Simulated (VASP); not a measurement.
SbW, 4 atoms in the cell. Symmetry: P6_3/mmc, No. 194, hexagonal system. The conventional cell has a = 4.267 Å, b = 4.267 Å, c = 5.139 Å, α = 90.00°, β = 90.00°, γ = 120.00°. W (site symmetry -3m) has 2 W at 2.57 Å and 6 Sb at 2.78 Å within 3.4 Å. Within 3.7 Å of Sb (site symmetry -6m2) lie 6 W at 2.78 Å and 6 Sb at 3.56 Å. 

| Item | Value |
| --- | --- |
| Program | VASP 6.6.1 |
| Task | single point |
| Functional | PBEsol |
| Potentials or basis | VASP PAW PBE potentials, release 64 (W_sv, Sb) |
| Cutoff | 520 eV |
| k mesh | 10 × 10 × 6 |
| Occupations | gaussian, width 0.05 eV |
| Spin | no spin polarisation |
| Dipole correction | no |
| Further INCAR settings | ALGO = Normal; EDIFF = 1e-06; NBANDS = 27 |

Potentials or basis: VASP PAW PBE potentials, release 64 (W_sv, Sb).

Launch:

```console
$ cat potpaw_PBE.64/W_sv/POTCAR potpaw_PBE.64/Sb/POTCAR > POTCAR
$ mpirun -np 1 vasp_std > vasp.out
```

Hardware: 1 thread of Intel(R) Xeon(R) Platinum 8559C (Emerald Rapids), with other jobs on the host.

Task: Estimate the wall time of this run.

Result: Wall time 89 s on 1 thread of Intel(R) Xeon(R) Platinum 8559C (Emerald Rapids), with other jobs on the host, peak memory 0.25 GiB. Counts: scf iterations 13, k points 56.
